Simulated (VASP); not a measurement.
Ti:

```
Ti
1.0
     2.86424    0.00000    0.00000
    -1.43212    2.48050    0.00000
     0.00000    0.00000    4.52822
Ti
2
Cartesian
  0.0000 1.6537 1.1321
  1.4321 0.8268 3.3962
```

- Program: VASP 6.6.1
- Task: relaxation of cell and atoms
- Functional: PBEsol
- Potentials or basis: VASP PAW PBE potentials, release 64 (Ti_sv)
- Cutoff: 600 eV
- k mesh: 18 × 18 × 10
- Occupations: gaussian, width 0.1 eV
- Spin: no spin polarisation

At the start: pressure 4.4 GPa; volume 16.09 Å³/atom.

Task: Where does the relaxation end?

Result: Over 5 steps the energy falls by 8.4 meV/atom and the volume is 16.68 Å³/atom (+3.7 %); space group P6_3/mmc (No. 194, to 0.05 Å).

The path:
| step | energy change (eV) | largest force (eV/Å) | pressure (GPa) | volume (Å³) |
| --- | --- | --- | --- | --- |
| 1 | 0.0000 | 0.0000 | 4.38 | 32.17 |
| 2 | -0.0083 | 0.0000 | -3.00 | 34.26 |
| 3 | -0.0168 | 0.0000 | -0.18 | 33.39 |
| 4 | -0.0168 | 0.0000 | 0.08 | 33.34 |
| 5 | -0.0168 | 0.0000 | 0.02 | 33.37 |

Final structure:
```xyz
2
Lattice="2.8985 0.0000 0.0000 -1.4492 2.5102 0.0000 0.0000 0.0000 4.5860" Properties=species:S:1:pos:R:3 pbc="T T T"
Ti    0.0000    1.6734    1.1465
Ti    1.4492    0.8367    3.4395
```

Caveat: the PAW data sets were made with another functional, which shifts forces and pressure a little.
